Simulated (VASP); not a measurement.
# Al9N in VASP: notebook

Runs on Al9N. Level: PBE. Tasks: single point.

All numbers are computed with VASP 6.6.1; they aren't measurements. Logs are shortened: lines on timing, memory, paths and dates and some standing lists are left out, and cuts for length are marked.

## (1) The cell of the first run

The cell holds a slab with vacuum, 20 atoms: a = 5.707 Å, b = 9.806 Å, c = 22.790 Å, α = 90.00°, β = 90.00°, γ = 98.37°.

## (2) Single point, PBE

INCAR reads:

```
SYSTEM = Al9N
PREC = Accurate
ENCUT = 1000
EDIFF = 1E-6
ISMEAR = 0
SIGMA = 0.1
LREAL = Auto
LASPH = .TRUE.
NELM = 120
ALGO = Normal
ISIF = 2
LWAVE = .FALSE.
LCHARG = .FALSE.
LDIPOL = .TRUE.
IDIPOL = 3
DIPOL = 0.5 0.5 0.296
GGA = PE
NBANDS = 48
GGA_COMPAT = .FALSE.
NELMDL = -8
```

KPOINTS reads:

```
Automatic mesh
0
G
  5 3 1
  0 0 0
```

POSCAR reads:

```
Al9N
1.0
    5.7070863110      0.0000000000      0.0000000000
   -1.4267715777      9.7014842372      0.0000000000
    0.0000000000      0.0000000000     22.7903703877
Al N
18 2
Direct
    0.2662216041      0.0648864163      0.1755127245
    0.7662216041      0.0648864163      0.1755127245
    0.3354806058      0.3419224231      0.2192029851
    0.8354806058      0.3419224231      0.2192029851
    0.1493324061      0.5973296244      0.2279410371
    0.6493324061      0.5973296244      0.2279410371
    0.4631842064      0.8527368258      0.2366790893
    0.9631842064      0.8527368258      0.2366790893
    0.0319772075      0.1277109158      0.2808262501
    0.5319772075      0.1277109158      0.2808262501
    0.0997917578      0.4042231245      0.3301071117
    0.5997917578      0.4042231245      0.3301071117
    0.4144000538      0.6596656467      0.3369822073
    0.9144000538      0.6596656467      0.3369822073
    0.2263076930      0.9110819227      0.3449259125
    0.7263076930      0.9110819227      0.3449259125
    0.2962427187      0.1814071959      0.3857054641
    0.7962427187      0.1814071959      0.3857054641
    0.3799362750      0.9110819227      0.4208080090
    0.5726791109      0.9110819227      0.4208080090
```

Potentials or basis: VASP PAW PBE potentials, release 64 (Al, N_h).

Started as:

```bash
$ cat potpaw_PBE.64/Al/POTCAR potpaw_PBE.64/N_h/POTCAR > POTCAR
$ mpirun -np 1 vasp_std > vasp.out
```

OUTCAR:

```text
SYSTEM = Al9N
   PREC = Accurate
   ENCUT = 1000
   EDIFF = 1E-6
   ISMEAR = 0
   LREAL = Auto
   LASPH = .TRUE.
   NELM = 120
   ISIF = 2
   GGA = PE
   NELMDL = -8

 ion  position               nearest neighbor table
   1  0.266  0.065  0.176-   2 2.85   2 2.85   9 2.86  10 2.86   7 2.87   3 2.87   8 2.87
   2  0.766  0.065  0.176-   1 2.85   1 2.85  10 2.86   9 2.86   8 2.87   4 2.87   7 2.87
   3  0.335  0.342  0.219-   4 2.85   4 2.85   6 2.87   5 2.87   1 2.87   9 2.89  10 2.89  12 2.96
                            11 2.97
   4  0.835  0.342  0.219-   3 2.85   3 2.85   5 2.87   6 2.87   2 2.87  10 2.89   9 2.89  11 2.96
                            12 2.97
   5  0.149  0.597  0.228-   6 2.85   6 2.85   4 2.87   3 2.87   7 2.87   8 2.87  13 2.93  14 2.93
                            11 2.99
   6  0.649  0.597  0.228-   5 2.85   5 2.85   3 2.87   4 2.87   8 2.87   7 2.87  14 2.93  13 2.93
                            12 2.99
   7  0.463  0.853  0.237-  10 2.85   8 2.85   8 2.85   5 2.87   1 2.87   6 2.87   2 2.87  16 2.90
                            15 2.91  13 2.96
   8  0.963  0.853  0.237-   9 2.85   7 2.85   7 2.85   6 2.87   2 2.87   5 2.87   1 2.87  15 2.90
                            16 2.91  14 2.96
   9  0.032  0.128  0.281-  18 2.83  17 2.83   8 2.85  10 2.85  10 2.85   1 2.86   2 2.86   3 2.89
                             4 2.89  11 2.91  15 2.93  16 2.93
  10  0.532  0.128  0.281-  17 2.83  18 2.83   7 2.85   9 2.85   9 2.85   2 2.86   1 2.86   4 2.89
                             3 2.89  12 2.91  16 2.93  15 2.93
  11  0.100  0.404  0.330-  12 2.85  12 2.85  14 2.86  13 2.87  18 2.88  17 2.89   9 2.91   4 2.96
                             3 2.97   5 2.99
  12  0.600  0.404  0.330-  11 2.85  11 2.85  13 2.86  14 2.87  17 2.88  18 2.89  10 2.91   3 2.96
                             4 2.97   6 2.99
  13  0.414  0.660  0.337-  16 2.83  15 2.83  14 2.85  14 2.85  12 2.86  11 2.87   5 2.93   6 2.93
                             7 2.96
  14  0.914  0.660  0.337-  15 2.83  16 2.83  13 2.85  13 2.85  11 2.86  12 2.87   6 2.93   5 2.93
                             8 2.96
  15  0.226  0.911  0.345-  19 1.94  17 2.78  14 2.83  13 2.83  16 2.85  16 2.85   8 2.90   7 2.91
                             9 2.93  10 2.93
  16  0.726  0.911  0.345-  20 1.94  18 2.78  13 2.83  14 2.83  15 2.85  15 2.85   7 2.90   8 2.91
                            10 2.93   9 2.93
  17  0.296  0.181  0.386-  15 2.78  10 2.83   9 2.83  18 2.85  18 2.85  12 2.88  11 2.89
  18  0.796  0.181  0.386-  16 2.78   9 2.83  10 2.83  17 2.85  17 2.85  11 2.88  12 2.89
  19  0.380  0.911  0.421-  20 1.10  15 1.94
  20  0.573  0.911  0.421-  19 1.10  16 1.94

  LATTYP: Found a simple monoclinic cell.
 ALAT       =     5.7070863110
 B/A-ratio  =     3.9933460168
 C/A-ratio  =     1.7181865164
 COS(beta)  =    -0.1455022476

  Lattice vectors:

 A1 = (   5.7070863110,   0.0000000000,   0.0000000000)
[... 166 lines left out ...]
   IMIX   =      4    mixing-type and parameters
     AMIX     =   0.40;   BMIX     =  1.00
     AMIX_MAG =   1.60;   BMIX_MAG =  1.00
  volume/ion in A,a.u.               =      63.09       425.77
  Fermi-wavevector in a.u.,A,eV,Ry     =   0.605992  1.145159  4.996416  0.367226
  Thomas-Fermi vector in A             =   1.659921
   LORBIT       =      0    0 simple, 1 ext, 2 COOP (PROOUT), +10 PAW based schemes
   GGA     = PE    functional components
   LHFCALC =     F    Hartree Fock is set to
   AEXX    =    0.0000 exact exchange contribution
   IVDW    =     0    specifies the selected vdW correction
   LEPSILON=     F    determine dielectric tensor
   LRPA    =     F    only Hartree local field effects (RPA)
 non-spin polarized calculation
 Gauss-broadening in eV      SIGMA  =   0.10
  energy-cutoff  :     1000.00
  volume of cell :     1261.84
 maximum number of plane-waves:     90657
   NGX = 29   NGY = 51   NGZ =117

 dipolmoment           0.000000      0.000000     -0.003615 electrons x Angstroem

 number of electron      64.0000000 magnetization

 dipolmoment           0.000000      0.000000      0.007110 electrons x Angstroem

 Free energy of the ion-electron system (eV)
  ---------------------------------------------------
  ext. energy  EPLUGINS =         0.00000000
  ---------------------------------------------------
  free energy    TOTEN  =       -76.16662898 eV

  energy without entropy =      -76.12223971  energy(sigma->0) =      -76.14443434

 E-fermi :  -1.1392     XC(G=0):  -3.4135

 val. band max:       -1.1733484393   @ k =  -0.4000   0.3333   0.0000
 cond. band min:      -1.1302577398   @ k =  -0.2000   0.3333   0.0000
 fundamental gap:      0.0430906995
 Fermi energy:        -1.1391655276

 k-point     1 :       0.0000    0.0000    0.0000
  band No.  band energies     occupation
      1     -25.7109      2.00000
      2     -12.2827      2.00000
      3     -11.6479      2.00000
      4     -10.6883      2.00000
      5      -9.9090      2.00000
      6      -9.4192      2.00000
[... 365 lines left out ...]
     43       1.0475      0.00000
     44       1.0920      0.00000
 [bands above 44 left out]

------------------------ aborting loop because EDIFF is reached ----------------------------------------

 vacuum level on the upper side and lower side of the slab       (xc-potential included)        -0.068        -0.077

  FORCE on cell =-STRESS in cart. coord.  units (eV):
  Direction    XX          YY          ZZ          XY          YZ          ZX
  --------------------------------------------------------------------------------------
  -------------------------------------------------------------------------------------
  Total        1.2066318     -8.9768058      4.4331365     -0.7384124      0.2852149      0.1126429
  in kB        1.5320797    -11.3979935      5.6288241     -0.9375740      0.3621419      0.1430245
  external PRESSURE =      -1.4123632 kB  Pullay stress =       0.0000000 kB

 VOLUME and BASIS-vectors are now :
 -----------------------------------------------------------------------------
  energy-cutoff  :     1000.00
  volume of cell :     1261.84
      direct lattice vectors                 reciprocal lattice vectors
     5.707086311  0.000000000  0.000000000     0.175220760  0.025769253  0.000000000
    -1.426771578  9.701484237  0.000000000     0.000000000  0.103077011  0.000000000
     0.000000000  0.000000000 22.790370388     0.000000000  0.000000000  0.043878181

 POSITION                                       TOTAL-FORCE (eV/Angst)
 -----------------------------------------------------------------------------------
      1.42677      0.62949      4.00000         0.084694      0.156466      0.093108
      4.28031      0.62949      4.00000        -0.096018      0.150580      0.103801
      1.42677      3.31715      4.99572        -0.039322      0.062874      0.037173
      4.28031      3.31715      4.99572         0.050837      0.011354      0.050480
      0.00000      5.79498      5.19486        -0.051935     -0.105765      0.053958
      2.85354      5.79498      5.19486         0.020643     -0.061160      0.058240
[... 12 lines left out ...]
      0.86842      8.83885      9.59037        -9.285582     -0.119198      1.479369
      1.96842      8.83885      9.59037         9.304932     -0.047052      1.433289
 -----------------------------------------------------------------------------------
    total drift:                                0.008055      0.012899     -0.016433

  FREE ENERGIE OF THE ION-ELECTRON SYSTEM (eV)
  ---------------------------------------------------
  free  energy   TOTEN  =       -76.1666289819 eV

  energy  without entropy=      -76.1222397078  energy(sigma->0) =      -76.14443434

 vacuum level on the upper side and lower side of the slab         3.039         3.020
```

OSZICAR:

```text
N       E                     dE             d eps       ncg     rms          rms(c)
DAV:   1     0.405982242648E+03    0.40598E+03   -0.25297E+04   768   0.151E+03
DAV:   2    -0.135505792343E+01   -0.40734E+03   -0.38686E+03  1120   0.199E+02
DAV:   3    -0.722841772584E+02   -0.70929E+02   -0.67817E+02  1408   0.702E+01
[... 23 lines left out ...]
DAV:  27    -0.761666143532E+02   -0.80702E-05   -0.26773E-07   656   0.160E-03    0.409E-04
DAV:  28    -0.761666232386E+02   -0.88854E-05   -0.36122E-07   616   0.156E-03    0.702E-04
DAV:  29    -0.761666268828E+02   -0.36441E-05   -0.11414E-07   640   0.956E-04    0.170E-04
DAV:  30    -0.761666286505E+02   -0.17677E-05   -0.39166E-08   568   0.743E-04    0.295E-04
DAV:  31    -0.761666289819E+02   -0.33141E-06    0.22208E-08   568   0.373E-04
   1 F= -.76166629E+02 E0= -.76144434E+02  d E =-.443893E-01
```

Wall time 39 min (1 thread of AMD EPYC 9R45 (Zen 5), shared host); peak memory 2.7 GiB.

Results:

| Item | Value |
| --- | --- |
| Free energy | -76.1666 eV |
| Largest force | 9.415 eV/Å |
| Band gap on the k mesh | zero (bands 32 and 33 overlap by 0.40 eV) |

Forces on the atoms (eV/Å):
```
Al   0.085  0.156  0.093
Al  -0.096  0.151  0.104
Al  -0.039  0.063  0.037
Al   0.051  0.011  0.050
Al  -0.052 -0.106  0.054
Al   0.021 -0.061  0.058
Al   0.038 -0.068 -0.014
Al  -0.039 -0.176 -0.270
Al   0.024  0.110 -0.053
Al  -0.015 -0.039  0.126
Al  -0.003 -0.175 -0.050
Al   0.005  0.019 -0.063
Al   0.021 -0.408 -0.378
Al  -0.048  0.033 -0.022
Al  -1.415 -0.160 -1.297
Al   1.443 -0.204 -1.301
Al  -0.206  0.491  0.000
Al   0.209  0.528  0.013
N   -9.286 -0.119  1.479
N    9.305 -0.047  1.433
```

## (3) Single point, PBE

INCAR reads:

```
SYSTEM = Al9N
PREC = Accurate
ENCUT = 520
EDIFF = 1E-6
ISMEAR = 0
SIGMA = 0.1
LREAL = Auto
LASPH = .True.
NELM = 60
ALGO = Normal
ISIF = 2
LWAVE = .False.
LCHARG = .True.
LDIPOL = .True.
IDIPOL = 3
DIPOL = 0.5 0.5 0.306
GGA = PE
LELF = .True.
LVHAR = .True.
LVACPOTAV = .True.
NBANDS = 48
```

KPOINTS reads:

```
regular mesh
0
Gamma
  5 3 1
  0 0 0
```

Changes to POSCAR since step 2:

```diff
@@ -26,3 +26,3 @@
     0.7962427187      0.1814071959      0.3857054641
-    0.3799362750      0.9110819227      0.4208080090
-    0.5726791109      0.9110819227      0.4208080090
+    0.3799362750      0.9110819227      0.5173400075
+    0.5726791109      0.9110819227      0.5173400075
```

Potentials or basis: VASP PAW PBE potentials, release 64 (Al, N).

Started as:

```bash
$ cat potpaw_PBE.64/Al/POTCAR potpaw_PBE.64/N/POTCAR > POTCAR
$ mpirun -np 1 vasp_std > vasp.out
```

Wall time 30 min (1 thread of Intel Xeon 8259CL, shared host); peak memory 1.1 GiB.

It converged, with:

| Quantity | Value |
| --- | --- |
| Free energy | -77.8794 eV |
| Largest force | 2.186 eV/Å |
| Band gap on the k mesh | zero (bands 32 and 33 overlap by 0.73 eV) |

Forces in eV/Å, atoms in the order of the input:
```
Al  -0.012  0.157  0.030
Al  -0.001  0.155  0.031
Al   0.003  0.036  0.060
Al   0.009  0.039  0.059
Al   0.000 -0.074  0.029
Al  -0.003 -0.075  0.028
Al   0.001 -0.103 -0.121
Al   0.004 -0.099 -0.119
Al   0.000  0.010 -0.002
Al   0.000  0.012 -0.006
Al   0.003 -0.013 -0.001
Al   0.005 -0.011 -0.003
Al  -0.005 -0.007 -0.006
Al  -0.004 -0.008 -0.002
Al  -0.010 -0.002 -0.014
Al   0.005  0.001 -0.015
Al  -0.004  0.004 -0.013
Al   0.008  0.002 -0.011
N   -2.185 -0.012  0.036
N    2.186 -0.011  0.037
```

Levels at points of the mesh, in eV from the Fermi level:
| k point | band 29 | band 30 | band 31 | band 32 | band 33 | band 34 | band 35 | band 36 |
| --- | --- | --- | --- | --- | --- | --- | --- | --- |
| (0.00, 0.00, 0.00) | -1.11 | -1.08 | -0.94 | -0.62 | -0.58 | -0.28 | 0.11 | 0.90 |

Caveat: the standard files for N, O and F lose accuracy on very short bonds.

## (4) Single point, PBE

INCAR reads:

```
SYSTEM = Al9N
ALGO = Normal
DIPOL = 0.5 0.5 0.297
EDIFF = 1E-7
ENCUT = 520
GGA = PE
IDIPOL = 3
ISIF = 2
ISMEAR = 0
LASPH = .True.
LCHARG = .False.
LDIPOL = .True.
LREAL = Auto
LWAVE = .False.
NBANDS = 48
NELM = 100
PREC = Accurate
SIGMA = 0.1
```

KPOINTS reads:

```
k-points
0
Gamma
  5 3 1
  0 0 0
```

Changes to POSCAR since step 3:

```diff
@@ -26,3 +26,3 @@
     0.7962427187      0.1814071959      0.3857054641
-    0.3799362750      0.9110819227      0.5173400075
-    0.5726791109      0.9110819227      0.5173400075
+    0.3651301208      0.9110819227      0.4348490270
+    0.5874852651      0.9110819227      0.4348490270
```

Potentials or basis: VASP PAW PBE potentials, release 64 (Al, N).

Started as:

```bash
$ cat potpaw_PBE.64/Al/POTCAR potpaw_PBE.64/N/POTCAR > POTCAR
$ mpirun -np 1 vasp_std > vasp.out
```

OUTCAR:

```text
SYSTEM = Al9N
   EDIFF = 1E-7
   ENCUT = 520
   GGA = PE
   ISIF = 2
   ISMEAR = 0
   LASPH = .True.
   LREAL = Auto
   NELM = 100
   PREC = Accurate

 ion  position               nearest neighbor table
   1  0.266  0.065  0.176-   2 2.85   2 2.85   9 2.86  10 2.86   7 2.87   3 2.87   8 2.87
   2  0.766  0.065  0.176-   1 2.85   1 2.85  10 2.86   9 2.86   8 2.87   4 2.87   7 2.87
   3  0.335  0.342  0.219-   4 2.85   4 2.85   6 2.87   5 2.87   1 2.87   9 2.89  10 2.89  12 2.96
                            11 2.97
   4  0.835  0.342  0.219-   3 2.85   3 2.85   5 2.87   6 2.87   2 2.87  10 2.89   9 2.89  11 2.96
[... 632 lines left out ...]
  in kB      -24.8780845    -13.0089646     -0.7089284     -0.6870307      0.0709539      0.1095718
  external PRESSURE =     -12.8653258 kB  Pullay stress =       0.0000000 kB

 VOLUME and BASIS-vectors are now :
 -----------------------------------------------------------------------------
  energy-cutoff  :      520.00
  volume of cell :     1261.84
      direct lattice vectors                 reciprocal lattice vectors
     5.707086311  0.000000000  0.000000000     0.175220760  0.025769253  0.000000000
    -1.426771578  9.701484237  0.000000000     0.000000000  0.103077011  0.000000000
     0.000000000  0.000000000 22.790370388     0.000000000  0.000000000  0.043878181

 POSITION                                       TOTAL-FORCE (eV/Angst)
 -----------------------------------------------------------------------------------
      1.42677      0.62949      4.00000        -0.010136      0.150841      0.063193
      4.28031      0.62949      4.00000         0.002699      0.136416      0.077293
      1.42677      3.31715      4.99572        -0.065682      0.066358      0.022774
      4.28031      3.31715      4.99572         0.082525      0.052979      0.034876
      0.00000      5.79498      5.19486        -0.039503     -0.100114      0.009959
      2.85354      5.79498      5.19486         0.011431     -0.059763      0.019101
[... 12 lines left out ...]
      0.78392      8.83885      9.91037         5.415866     -0.065574     -0.135215
      2.05292      8.83885      9.91037        -5.400721      0.025592     -0.133989
 -----------------------------------------------------------------------------------
    total drift:                               -0.008165     -0.032100     -0.006714

  FREE ENERGIE OF THE ION-ELECTRON SYSTEM (eV)
  ---------------------------------------------------
  free  energy   TOTEN  =       -76.5223909710 eV

  energy  without entropy=      -76.4634151740  energy(sigma->0) =      -76.49290307

 vacuum level on the upper side and lower side of the slab         3.315         2.890
```

OSZICAR:

```text
N       E                     dE             d eps       ncg     rms          rms(c)
DAV:   1     0.307487734215E+03    0.30749E+03   -0.18312E+04   768   0.914E+02
DAV:   2    -0.297297961727E+02   -0.33722E+03   -0.31966E+03  1080   0.167E+02
DAV:   3    -0.767338691266E+02   -0.47004E+02   -0.45096E+02  1160   0.577E+01
[... 22 lines left out ...]
DAV:  26    -0.765223896934E+02   -0.13699E-05   -0.22934E-08   640   0.402E-04    0.960E-05
DAV:  27    -0.765223905716E+02   -0.87820E-06   -0.15192E-08   600   0.307E-04    0.522E-05
DAV:  28    -0.765223907756E+02   -0.20395E-06   -0.34184E-09   592   0.180E-04    0.450E-05
DAV:  29    -0.765223909130E+02   -0.13746E-06   -0.58911E-10   560   0.125E-04    0.152E-05
DAV:  30    -0.765223909710E+02   -0.58013E-07    0.51569E-11   568   0.911E-05
   1 F= -.76522391E+02 E0= -.76492903E+02  d E =-.589758E-01
```

It took 32 min on 1 thread of Intel Xeon 8259CL, shared host; peak memory 1.1 GiB.

Results:

```
Free energy            : -76.5224 eV
Largest force          : 5.418 eV/Å
Band gap on the k mesh : zero (bands 32 and 33 overlap by 0.48 eV)
```

Forces in eV/Å, atoms in the order of the input:
```
Al  -0.010  0.151  0.063
Al   0.003  0.136  0.077
Al  -0.066  0.066  0.023
Al   0.083  0.053  0.035
Al  -0.040 -0.100  0.010
Al   0.011 -0.060  0.019
Al   0.013 -0.082 -0.115
Al  -0.015 -0.133 -0.217
Al  -0.001  0.053 -0.024
Al   0.002 -0.057  0.108
Al  -0.014 -0.105 -0.048
Al   0.025  0.043 -0.031
Al   0.002 -0.253 -0.168
Al  -0.034 -0.022  0.004
Al  -0.344 -0.127  0.211
Al   0.373 -0.142  0.218
Al  -0.157  0.298  0.051
Al   0.155  0.321  0.055
N    5.416 -0.066 -0.135
N   -5.401  0.026 -0.134
```

## (5) Single point, PBE

INCAR reads:

```
SYSTEM = Al9N
PREC = Accurate
ENCUT = 520
EDIFF = 1E-6
ISMEAR = 0
SIGMA = 0.1
LREAL = Auto
LASPH = .True.
NELM = 60
ALGO = Normal
ISIF = 2
LWAVE = .False.
LCHARG = .True.
LDIPOL = .True.
IDIPOL = 3
DIPOL = 0.5 0.5 0.300
GGA = PE
LELF = .True.
LVHAR = .True.
LVACPOTAV = .True.
NBANDS = 48
```

KPOINTS reads:

```
regular mesh
0
Gamma
  5 3 1
  0 0 0
```

Changes to POSCAR since step 4:

```diff
@@ -26,3 +26,3 @@
     0.7962427187      0.1814071959      0.3857054641
-    0.3651301208      0.9110819227      0.4348490270
-    0.5874852651      0.9110819227      0.4348490270
+    0.3651301208      0.9110819227      0.4629310629
+    0.5874852651      0.9110819227      0.4629310629
```

Started as:

```bash
$ cat potpaw_PBE.64/Al/POTCAR potpaw_PBE.64/N/POTCAR > POTCAR
$ mpirun -np 1 vasp_std > vasp.out
```

Run time: 27 min. Hardware: 1 thread of Intel Xeon 8259CL, shared host; peak memory 1.2 GiB.

Results (log left out):

| Quantity | Value |
| --- | --- |
| Free energy | -76.5146 eV |
| Largest force | 10.378 eV/Å |
| Band gap on the k mesh | zero (bands 32 and 33 overlap by 0.74 eV) |

Forces in eV/Å, atoms in the order of the input:
```
Al   -0.082   0.158   0.027
Al    0.074   0.139   0.035
Al   -0.047   0.060   0.036
Al    0.069   0.083   0.030
Al   -0.003  -0.071  -0.002
Al   -0.007  -0.072  -0.002
Al   -0.016  -0.124  -0.183
Al    0.020  -0.113  -0.143
Al   -0.009   0.030   0.001
Al    0.006   0.004   0.030
Al   -0.018  -0.027  -0.020
Al    0.025   0.013  -0.022
Al   -0.023  -0.049  -0.030
Al    0.000  -0.020   0.027
Al   -0.160  -0.061  -0.007
Al    0.165  -0.030  -0.010
Al   -0.084   0.118  -0.011
Al    0.084   0.094   0.006
N    10.377  -0.084   0.109
N   -10.368  -0.047   0.129
```

Levels at points of the mesh, in eV from the Fermi level:
| k point | band 29 | band 30 | band 31 | band 32 | band 33 | band 34 | band 35 | band 36 |
| --- | --- | --- | --- | --- | --- | --- | --- | --- |
| (0.00, 0.00, 0.00) | -1.08 | -0.92 | -0.84 | -0.60 | -0.57 | -0.39 | 0.14 | 0.84 |

(Continued in part 2 of 2.)

The gap in the log of VASP goes by the Fermi energy; the results here count the filled bands.